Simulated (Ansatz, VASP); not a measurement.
**InO in VASP and in Ansatz**

File INCAR:

```
ALGO = Normal ; EDIFF = 1E-6
ENCUT = 520 ; ISIF = 2
ISMEAR = 0 ; LASPH = True
LCHARG = False ; LREAL = False
LWAVE = False ; NBANDS = 27
NELM = 100 ; PREC = Accurate
SIGMA = 0.03
```

KPOINTS

```
k-points
0
Gamma
  12 12 2
```

The input POSCAR:

```
InO
1.0
    3.2809331112      0.0000000000      0.0000000000
   -1.6404665556      2.8413714224      0.0000000000
    0.0000000000      0.0000000000     15.0832450000
In O
2 2
Direct
    0.6666666667      0.3333333333      0.5900210000
    0.6666666667      0.3333333333      0.4099790000
    0.0000000000      0.0000000000      0.6398670000
    0.0000000000      0.0000000000      0.3601330000
```

Input for Ansatz:

```yaml
crystal:
  lattice:
    - [3.2809331112, 0.0, 0.0]
    - [-1.6404665556, 2.8413714224, 0.0]
    - [0.0, 0.0, 15.083245]
  atoms:
    - { symbol: In, position: [0.6666666667, 0.3333333333, 0.590021] }
    - { symbol: In, position: [0.6666666667, 0.3333333333, 0.409979] }
    - { symbol: O, position: [0.0, 0.0, 0.639867] }
    - { symbol: O, position: [0.0, 0.0, 0.360133] }
basis:
  ecutwfc: 420
kpoints:
  mp_grid: { grid: [12, 12, 2] }
hamiltonian:
  xc: lda
scf:
  occupations: { method: gaussian, width: 0.03 }
output:
  forces: true
  stress: true
  eigenvalues: true
  write_density: true
  write_potential: true
  elf: true
  volumetric_format: npy
```

Change from the starting cell: strain -0.050 along x and y, -0.050 along z, atoms carried along.

Alike in both runs: task single point; functional LDA; k mesh 12 × 12 × 2; occupations gaussian, width 0.03 eV; no spin polarisation.

|  | VASP | Ansatz |
| --- | --- | --- |
| version | VASP 6.6.1 | Ansatz 0.2.0 |
| potentials or method | VASP PAW LDA potentials, release 64 (In_d, O), cutoff 520 eV | scalar-relativistic, plane waves, PAW |
| valence electrons in the cell | 38 | 38 |

|  | VASP | Ansatz | Ansatz less VASP |
| --- | --- | --- | --- |
| gap on the k mesh at the Fermi level (eV) | 0.47 | 0.47 | 0.000 |
| least direct gap on the mesh (eV) | 1.54 | 1.53 | -0.007 |
| rms of the force components (eV/Å) | 0.449 | 0.429 | -0.0199 |

LDA's correlation is that of Perdew and Zunger in VASP and of Perdew and Wang (1992) in Ansatz. Atom by atom the forces differ by 0.020 eV/Å (rms over components). Ansatz's warnings: xc potential rough in thin density.
